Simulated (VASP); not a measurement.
Set up this calculation in VASP 6.6.1, as the native input.

- Task: relaxation of cell and atoms
- Functional: LDA
- Potentials or basis: VASP PAW LDA potentials, release 64 (Y_sv, Tl_d)
- Cutoff: 600 eV
- k mesh: 5 × 5 × 5
- Occupations: gaussian, width 0.05 eV
- Spin: no spin polarisation
- Dipole correction: no
- Further INCAR settings: ALGO = Normal; EDIFF = 1e-07; IBRION = 2; EDIFFG = -0.01; NSW = 80; ISIF = 3

The structure of YTl lies in POSCAR:

```
YTl
1.0
    0.0000000000      3.0500000000      3.0500000000
    3.0500000000      0.0000000000      3.0500000000
    3.0500000000      3.0500000000      0.0000000000
Y Tl
1 1
Direct
    0.0000000000      0.0000000000      0.0000000000
    0.5000000000      0.5000000000      0.5000000000
```

These files were run (other wordings do the same):

INCAR

```
PREC     = Accurate       # precision mode
ENCUT    = 600            # plane-wave cutoff, eV
EDIFF    = 1E-7           # SCF threshold, eV
ISMEAR   = 0              # smearing method
SIGMA    = 0.05           # smearing width, eV
LREAL    = F              # projectors in reciprocal space
LASPH    = T              # aspherical terms in the spheres
NELM     = 100            # most SCF steps
ALGO     = Normal         # electronic algorithm
ISIF     = 3              # what is computed and relaxed
LWAVE    = F              # write WAVECAR
LCHARG   = F              # write CHGCAR
IBRION   = 2              # ionic algorithm
NSW      = 80             # ionic steps
EDIFFG   = -0.01          # ionic threshold
```

KPOINTS

```
Automatic mesh
0
Gamma
  5 5 5
```

Potentials or basis: VASP PAW LDA potentials, release 64 (Y_sv, Tl_d).

Run with:

```sh
$ cat potpaw_LDA.64/Y_sv/POTCAR potpaw_LDA.64/Tl_d/POTCAR > POTCAR
$ mpirun -np 1 vasp_std > vasp.out
```

It gave:

```
Relaxed volume                        : 28.52 Å³/atom
Relaxed cell                          : a = 4.321 Å, b = 4.321 Å, c = 4.321 Å, α = 60.00°, β = 60.00°, γ = 60.00°
Space group after relaxing (to 0.1 Å) : Fm-3m (No. 225)
Energy gained by relaxing             : 0.1 meV/atom
Ionic steps                           : 3
Pressure after relaxing               : 0.0 GPa
Band gap on the k mesh                : zero (bands 12 and 13 overlap by 1.94 eV)
```

Caveat: spin-orbit coupling is left out, which moves the levels of the heavy elements.

Wall time 43 s on 1 thread of Intel(R) Xeon(R) Platinum 8488C (Sapphire Rapids), with other jobs on the host, peak memory 0.19 GiB.
